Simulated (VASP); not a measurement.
CuNi2:

```
Cu Ni
1.0
     2.51404    0.00000    0.00000
    -1.25702    2.17722    0.00000
     0.00000    0.00000   12.01093
Cu Ni
2 4
Cartesian
  0.0000 1.4515 1.0009
  1.2570 0.7257 11.0100
  0.0000 1.4515 9.0082
  0.0000 1.4515 5.0046
  1.2570 0.7257 3.0027
  1.2570 0.7257 7.0064
```

* Program: VASP 6.6.1
* Task: relaxation of cell and atoms
* Functional: PBE
* Potentials or basis: VASP PAW PBE potentials, release 64 (Cu, Ni)
* Cutoff: 600 eV
* k mesh: 6 × 6 × 2
* Occupations: gaussian, width 0.1 eV
* Spin: collinear spin, ferromagnetic start
* Starting moments: [0.0, 0.0, 2.0, 2.0, 2.0, 2.0] μB

At the start: pressure 4.6 GPa; volume 10.96 Å³/atom.

Problem. How do energy, volume and symmetry change on relaxing?

Solution. Over 7 steps the energy falls by 17.2 meV/atom and the volume is 11.24 Å³/atom (+2.6 %); space group P-3m1 (No. 164, to 0.1 Å) before and after; moment 2.16 μB per cell.

The path:
```tsv
step	energy change (eV)	largest force (eV/Å)	pressure (GPa)	volume (Å³)
1	0.0000	0.3210	4.58	65.74
2	-0.0677	0.2353	-3.33	68.75
3	-0.0712	0.2486	-2.11	68.19
4	-0.0928	0.1787	-0.10	67.42
5	-0.0934	0.1663	0.26	67.28
6	-0.0985	0.1171	0.20	67.33
7	-0.1034	0.0315	0.04	67.44
```

Final structure:
```
Cu Ni
1.0
     2.50294    0.00000    0.00000
    -1.25147    2.16761    0.00000
     0.00000    0.00000   12.43136
Cu Ni
2 4
Direct
  0.33333 0.66667 0.08699
  0.66667 0.33333 0.91301
  0.33333 0.66667 0.74472
  0.33333 0.66667 0.41835
  0.66667 0.33333 0.25528
  0.66667 0.33333 0.58165
```

Caveat: the k points lie up to 0.48 Å⁻¹ apart in the final cell.
